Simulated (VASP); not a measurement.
Write the native input for VASP 6.6.1 that does the following.

- Task: single point
- Functional: PBEsol
- Potentials or basis: VASP PAW PBE potentials, release 64 (Rh_pv)
- Cutoff: 520 eV
- k mesh: 15 × 15 × 16
- Occupations: gaussian, width 0.1 eV
- Spin: no spin polarisation
- Dipole correction: no
- Further INCAR settings: ALGO = Fast; EDIFF = 1e-07; NBANDS = 14; ISYM = 0

The structure of Rh lies in POSCAR:

```
Rh
1.0
    2.6728587958      0.0000000000      0.0000000000
   -1.3364293979      2.3147636179      0.0000000000
    1.3364293979      0.7715878726      2.1823800681
Rh
1
Direct
    0.0000000000      0.0000000000      0.0000000000
```

These files were run (other wordings do the same):

INCAR

```
ALGO = Fast
EDIFF = 1E-7
ENCUT = 520
GGA = PS
ISIF = 2
ISMEAR = 0
ISYM = 0
LASPH = T
LCHARG = F
LREAL = F
LWAVE = F
NBANDS = 14
NELM = 100
PREC = Accurate
SIGMA = 0.1
```

KPOINTS

```
k-points
0
Gamma
  15 15 16
```

Potentials or basis: VASP PAW PBE potentials, release 64 (Rh_pv).

Command:

```console
$ cat potpaw_PBE.64/Rh_pv/POTCAR > POTCAR
$ mpirun -np 1 vasp_std > vasp.out
```

Results of the run:

| Property | Result |
| --- | --- |
| Pressure | -0.1 GPa |

Caveat: the PAW data sets were made with another functional, which shifts forces and pressure a little.

It took 4.2 min on 1 thread of Intel(R) Xeon(R) Platinum 8259CL CPU @ 2.50GHz (Skylake/Cascade Lake), on a shared host, peak memory 0.39 GiB.
